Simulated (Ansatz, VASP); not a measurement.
## One calculation of CoO, two programs

```
Co O
1.0
     1.61283    0.93117    2.58347
    -1.61283    0.93117    2.58347
     0.00000   -1.86234    2.58347
Co O
1 1
Direct
  0.99898 0.99898 0.99898
  0.75102 0.75102 0.75102
```

Change from the starting cell: volume scaled by 1.02.

Alike in both runs: task single point; functional LDA; k mesh 10 × 10 × 10; occupations fermi-dirac, width 0.05 eV; collinear spin.

|  | VASP | Ansatz |
| --- | --- | --- |
| version | VASP 6.6.1 | Ansatz 0.2.0 |
| potentials or method | VASP PAW LDA potentials, release 64 (Co, O), cutoff 520 eV | all-electron LAPW, scalar-relativistic |

Ansatz gave:

- gap on the k mesh at the Fermi level (eV): none
- pressure (GPa): -17.3
- traceless stress, the component that is largest in VASP (GPa): 2.69
- rms of the force components (eV/Å): 0.094
- net moment per atom (μB): 1.37
- size of the moment on the site where the two differ most (μB): 2.32

Question: What did VASP give for the same quantities?

Answer: gap on the k mesh at the Fermi level (eV): none; pressure (GPa): -18.7; traceless stress, the component that is largest in VASP (GPa): 2.62; rms of the force components (eV/Å): 0.098; net moment per atom (μB): 1.28; size of the moment on the site where the two differ most (μB): 2.20.

LDA's correlation is that of Perdew and Zunger in VASP and of Perdew and Wang (1992) in Ansatz. Site moments also hang on the region over which each program counts them. Atom by atom the forces differ by 0.004 eV/Å (rms over components). A gap of «none» marks a metal or a gap that the smearing closes. Ansatz ran all-electron here, and VASP with PAW potentials.
